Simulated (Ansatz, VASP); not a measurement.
AgCl: VASP beside Ansatz

```
CELL_PARAMETERS angstrom
0.00000 2.77318 2.80092
2.77318 0.00000 2.80092
2.77318 2.77318 0.00000
ATOMIC_POSITIONS crystal
Ag 0.00000 0.00000 0.00000
Cl 0.50000 0.50000 0.50000
```

Change from the starting cell: uniaxial_z strain +1.0%.

Alike in both runs: task single point; functional PBE; k mesh 8 × 8 × 8; occupations fermi-dirac, width 0.02 eV; no spin polarisation.

```csv
,VASP,Ansatz
version,VASP 6.6.1,Ansatz 0.2.0
potentials or method,"VASP PAW PBE potentials, release 64 (Ag, Cl)","plane waves, PAW"
plane-wave cutoff (eV),520,420
valence electrons in the cell,18,26
```

Ansatz gave:

* gap on the k mesh at the Fermi level (eV): 0.88
* pressure (GPa): 1.1
* traceless stress, the component that is largest in VASP (GPa): -0.15

Estimate VASP's values.

gap on the k mesh at the Fermi level (eV): 0.88; pressure (GPa): 1.0; traceless stress, the component that is largest in VASP (GPa): -0.14.

VASP's potentials hold 18 valence electrons a cell and Ansatz's 26, so a difference there can come from the potentials and not from the codes.
